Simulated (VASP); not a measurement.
PdRhC6N6: single point with PBE

The system is PdRhC6N6.

```xyz
14
Lattice="0.0000 5.1170 5.1170 5.1170 0.0000 5.1170 5.1170 5.1170 0.0000" Properties=species:S:1:pos:R:3 pbc="T T T"
Pd    5.1170    5.1170    5.1170
Rh    0.0000    0.0000    0.0000
C     1.9170    5.1170    5.1170
C     5.1170    1.9170    5.1170
C     5.1170    5.1170    1.9170
C     8.3170    5.1170    5.1170
C     5.1170    8.3170    5.1170
C     5.1170    5.1170    8.3170
N     3.0870    5.1170    5.1170
N     5.1170    3.0870    5.1170
N     5.1170    5.1170    3.0870
N     7.1470    5.1170    5.1170
N     5.1170    7.1470    5.1170
N     5.1170    5.1170    7.1470
```

```yaml
Program: VASP 6.6.1
Task: single point
Functional: PBE
Potentials_or_basis: VASP PAW PBE potentials, release 64 (Pd, Rh_pv, C, N)
Cutoff: 520 eV
k_mesh: 4 × 4 × 4
Occupations: gaussian, width 0.1 eV
Spin: collinear spin, ferromagnetic start
Starting_moments: "[0.0, 1.0, 0.0, 0.0, 0.0, 0.0, 0.0, 0.0, 0.0, 0.0, 0.0, 0.0, 0.0, 0.0] μB"
Dipole_correction: no
Further_INCAR_settings: ALGO = Normal; EDIFF = 1e-06; NBANDS = 56
```

```json
{
 "Pressure": "5.3 GPa",
 "Largest force": "2.414 eV/Å",
 "Band gap on the k mesh": "zero (filled and empty bands overlap)",
 "Net moment": "1.00 μB per cell",
 "Site moments": "Pd +0.60; Rh +0.02; C +0.00; N +0.05 μB",
 "Valence electrons inside the program's atomic spheres": "Pd 9.61; Rh 14.50; C 2.60; N 3.89"
}
```

Forces in eV/Å, atoms in the order of the input:
```
Pd   0.000  0.000  0.000
Rh   0.000  0.000  0.000
C    2.414  0.000  0.000
C    0.000  2.414  0.000
C    0.000  0.000  2.414
C   -2.414  0.000  0.000
C    0.000 -2.414  0.000
C    0.000  0.000 -2.414
N   -0.901  0.000  0.000
N    0.000 -0.901  0.000
N    0.000  0.000 -0.901
N    0.901  0.000  0.000
N    0.000  0.901  0.000
N    0.000  0.000  0.901
```

Levels at points of the mesh, in eV from the Fermi level:
Spin up:
| k point | band 36 | band 37 | band 38 | band 39 | band 40 | band 41 | band 42 | band 43 | band 44 | band 45 |
| --- | --- | --- | --- | --- | --- | --- | --- | --- | --- | --- |
| (0.00, 0.00, 0.00) | -3.45 | -2.29 | -2.29 | -2.29 | -0.22 | -0.22 | 3.59 | 3.59 | 3.59 | 4.23 |
| (0.50, 0.00, 0.00) | -2.94 | -2.80 | -2.73 | -2.73 | 0.14 | 0.14 | 3.75 | 3.98 | 3.98 | 4.01 |
| (0.50, 0.50, 0.00) | -2.87 | -2.44 | -2.44 | -2.30 | -0.22 | -0.01 | 3.49 | 3.88 | 3.88 | 3.91 |
Spin down:
```tsv
k point	band 35	band 36	band 37	band 38	band 39	band 40	band 41	band 42	band 43	band 44
(0.00, 0.00, 0.00)	-3.40	-3.40	-2.18	-2.18	-2.18	0.38	0.38	3.63	3.63	3.63
(0.50, 0.00, 0.00)	-2.92	-2.80	-2.75	-2.69	-2.69	0.73	0.73	3.80	3.99	3.99
(0.50, 0.50, 0.00)	-2.71	-2.71	-2.39	-2.39	-2.18	0.38	0.60	3.52	3.92	3.92
```

Run time: 15 min on 1 thread of AMD EPYC 7R13, with other jobs on the host, peak memory 0.63 GiB.

Caveat: the cell stands under pressure; forces of over 1 eV/Å act on the atoms, so gaps and moduli don't describe the material at rest.
